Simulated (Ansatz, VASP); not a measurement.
# In3As in VASP and in Ansatz

The input INCAR:

```
ALGO = Normal
EDIFF = 1E-6
EDIFFG = -0.01
ENCUT = 600
GGA = PS
IBRION = 2
ISIF = 3
ISMEAR = -1
IVDW = 12
LASPH = T
LCHARG = F
LREAL = F
LWAVE = F
NELM = 60
NSW = 60
PREC = Accurate
SIGMA = 0.05
```

File KPOINTS:

```
k-points
0
Gamma
  6 6 6
```

Contents of POSCAR:

```
In3As
1.0
    4.6716810000      0.0000000000      0.0000000000
    0.0000000000      4.6716810000      0.0000000000
    0.0000000000      0.0000000000      4.6716810000
In As
3 1
Direct
    0.5000000000      0.5000000000      0.0000000000
    0.5000000000      0.0000000000      0.5000000000
    0.0000000000      0.5000000000      0.5000000000
    0.0000000000      0.0000000000      0.0000000000
```

Contents of input.yaml:

```yaml
crystal:
  lattice:
    - [4.671681, 0.0, 0.0]
    - [0.0, 4.671681, 0.0]
    - [0.0, 0.0, 4.671681]
  atoms:
    - { symbol: In, position: [0.5, 0.5, 0.0] }
    - { symbol: In, position: [0.5, 0.0, 0.5] }
    - { symbol: In, position: [0.0, 0.5, 0.5] }
    - { symbol: As, position: [0.0, 0.0, 0.0] }
hamiltonian:
  xc: pbesol
  pseudopotentials: { kind: paw }
  dispersion: d3bj
kpoints:
  mp_grid: { grid: [6, 6, 6] }
scf:
  occupations: { method: fermi_dirac, width: 0.05 }
output:
  forces: true
  stress: true
  eigenvalues: true
  write_density: true
  write_potential: true
  elf: true
  volumetric_format: npy
relax:
  f_tol: 0.01
  max_steps: 40
  cell: { stress_tol: 0.05 }
```

Alike in both runs: task relaxation of cell and atoms; functional PBEsol; dispersion D3(BJ); k mesh 6 × 6 × 6; occupations fermi-dirac, width 0.05 eV; no spin polarisation.

```csv
,VASP,Ansatz
version,VASP 6.6.1,Ansatz 0.2.0
potentials or method,"VASP PAW PBE potentials, release 64 (In_d, As)",Ansatz PAW
plane-wave cutoff (eV),600,420
valence electrons in the cell,44,54
```

|  | VASP | Ansatz | Ansatz less VASP |
| --- | --- | --- | --- |
| gap on the k mesh at the Fermi level, each at its own relaxed structure (eV) | none | none | - |
| relaxed volume (Å³/atom) | 22.96 | 22.93 | -0.030 |
| relaxed length of the cell vector where the two differ most in proportion (Å) | 4.512 | 4.510 | -0.0020 |

VASP's potentials were made for PBE, not for PBEsol. A gap of «none» marks a metal or a gap that the smearing closes. VASP's potentials hold 44 valence electrons a cell and Ansatz's 54, so a difference there can come from the potentials and not from the codes.

Noted on Ansatz's run: the plane-wave basis is chosen anew once the cell has moved, so the energies of steps on either side of that aren't comparable.
